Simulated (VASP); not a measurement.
A run of VASP 6.6.1:

The input INCAR:

```
SYSTEM = Rh
PREC = Accurate ; ENCUT = 500
EDIFF = 1E-6 ; ISMEAR = 0
SIGMA = 0.1 ; LREAL = .FALSE.
LASPH = .TRUE. ; NELM = 120
ALGO = Normal ; ISIF = 2
LWAVE = .FALSE. ; LCHARG = .TRUE.
GGA = PE ; IVDW = 12
LELF = .TRUE. ; LVHAR = .TRUE.
NBANDS = 14 ; GGA_COMPAT = .FALSE.
```

The input KPOINTS:

```
Automatic mesh
0
G
  8 8 8
  0 0 0
```

The input POSCAR:

```
Rh
1.0
   -1.5110298079      1.5110298079      1.5110298079
    1.5110298079     -1.5110298079      1.5110298079
    1.5110298079      1.5110298079     -1.5110298079
Rh
1
Direct
    0.0000000000      0.0000000000      0.0000000000
```

Potentials or basis: VASP PAW PBE potentials, release 64 (Rh_pv).

Run with:

```console
$ cat potpaw_PBE.64/Rh_pv/POTCAR > POTCAR
$ mpirun -np 1 vasp_std > vasp.out
```

Hardware: 1 thread of AMD EPYC 7R43 64-Core Processor (Zen 3) (shared host).

Problem. Estimate the wall time of this run.

Solution. Run time: 5.2 s on 1 thread of AMD EPYC 7R43 64-Core Processor (Zen 3) (shared host), peak memory 0.1 GiB. Counts: scf iterations 11, k points 29.
